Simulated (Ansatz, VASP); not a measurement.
## In2BiP: VASP beside Ansatz

```
CELL_PARAMETERS angstrom
4.59776 0.00000 0.00000
0.00000 4.59776 0.00000
0.00000 0.00000 6.57619
ATOMIC_POSITIONS crystal
P 0.00000 0.00000 0.00000
In 0.00000 0.50000 0.78210
In 0.50000 0.00000 0.21790
Bi 0.50000 0.50000 0.50000
```

Alike in both runs: task single point; functional PBE; k mesh 6 × 6 × 4; occupations fermi-dirac, width 0.02 eV; no spin polarisation.

|  | VASP | Ansatz |
| --- | --- | --- |
| version | VASP 6.6.1 | Ansatz 0.2.0 |
| potentials or method | VASP PAW PBE potentials, release 64 (P, In_d, Bi_d) | plane waves, PAW |
| plane-wave cutoff (eV) | 520 | 420 |
| valence electrons in the cell | 46 | 46 |

|  | VASP | Ansatz | Ansatz less VASP |
| --- | --- | --- | --- |
| pressure (GPa) | -2.1 | -2.1 | +0.03 |
| rms of the force components (eV/Å) | 0.009 | 0.008 | -0.0007 |

Neither program's run includes spin-orbit coupling.
